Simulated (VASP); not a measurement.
Here is a VASP 6.6.1 calculation.

Contents of INCAR:

```
PREC = Accurate
ENCUT = 600
EDIFF = 1E-8
ISMEAR = 0
SIGMA = 0.01
LREAL = False
LASPH = True
NELM = 120
ALGO = Normal
ISIF = 2
LWAVE = False
LCHARG = True
GGA = PE
NBANDS = 11
IBRION = 8
NSW = 1
LEPSILON = True
GGA_COMPAT = False
```

KPOINTS

```
Automatic mesh
0
Gamma
  10 10 10
```

File POSCAR:

```
MgO
1.0
    0.0000000000      2.1269094260      2.1269094260
    2.1269094260      0.0000000000      2.1269094260
    2.1269094260      2.1269094260      0.0000000000
Mg O
1 1
Direct
    0.0000000000      0.0000000000      0.0000000000
    0.5000000000      0.5000000000      0.5000000000
```

Potentials or basis: VASP PAW PBE potentials, release 64 (Mg, O).

Command:

```console
$ cat potpaw_PBE.64/Mg/POTCAR potpaw_PBE.64/O/POTCAR > POTCAR
$ mpirun -np 1 vasp_std > vasp.out
```

Problem. Predict the electronic dielectric tensor (diagonal).

Solution. 3.17.

Problem. Estimate the Born charges (mean of the diagonal).

Solution. Mg +1.98; O -1.98 e.

Problem. Estimate the highest phonon frequency at Γ, LO-TO splitting left out.

Solution. 368 cm⁻¹.

Phonon frequencies in cm⁻¹ (negative: imaginary):
```
              q point        frequencies
(0.000, 0.000, 0.000)  0 0 0 368 368 368
```
